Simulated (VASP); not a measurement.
Input of a VASP 6.6.1 run:

POSCAR

```
Al
1.0
    2.9530781191      0.0000000000      0.0000000000
   -1.4765390595      2.5574406705      0.0000000000
    0.0000000000      0.0000000000      4.9885212500
Al
2
Direct
    0.6666666667      0.3333333333      0.7500000000
    0.3333333333      0.6666666667      0.2500000000
```

File INCAR.step1:

```
SYSTEM = Al
PREC = Accurate
ENCUT = 520
ISMEAR = 0
SIGMA = 0.15
LREAL = .False.
LASPH = .True.
NELM = 100
NBANDS = 10
GGA = PE
ALGO = Normal
EDIFF = 1E-4
LWAVE = .True.
LCHARG = .False.
```

INCAR.step2

```
SYSTEM = Al
PREC = Accurate
ENCUT = 520
EDIFF = 1E-7
ISMEAR = 0
SIGMA = 0.15
LREAL = .False.
LASPH = .True.
NELM = 100
ALGO = Normal
ISIF = 2
LWAVE = .False.
LCHARG = .False.
METAGGA = R2SCAN
LMIXTAU = .True.
NBANDS = 10
ISTART = 1
```

File KPOINTS:

```
regular mesh
0
Gamma
  18 18 10
  0 0 0
```

Potentials or basis: VASP PAW PBE potentials, release 64 (Al).

Command:

```console
$ cat potpaw_PBE.64/Al/POTCAR > POTCAR
$ cp INCAR.step1 INCAR
$ mpirun -np 1 vasp_std > vasp.out
$ cp INCAR.step2 INCAR
$ mpirun -np 1 vasp_std > vasp.out
```

Task: What does it give for the band gap on the k mesh?

Result: Zero (band 3 reaches 10.51 eV, above the bottom of band 4 at 3.56 eV).

Task: What does it give for the pressure?

Result: -10.1 GPa.

Stress tensor (GPa, compression positive):
```
-10.16   0.00   0.00
  0.00 -10.16   0.00
  0.00   0.00  -9.90
```

Caveat: the cell differs from its parent crystal (strain +0.050 along x and y, +0.025 along z); the PAW data sets were made with another functional, which shifts forces and pressure a little.
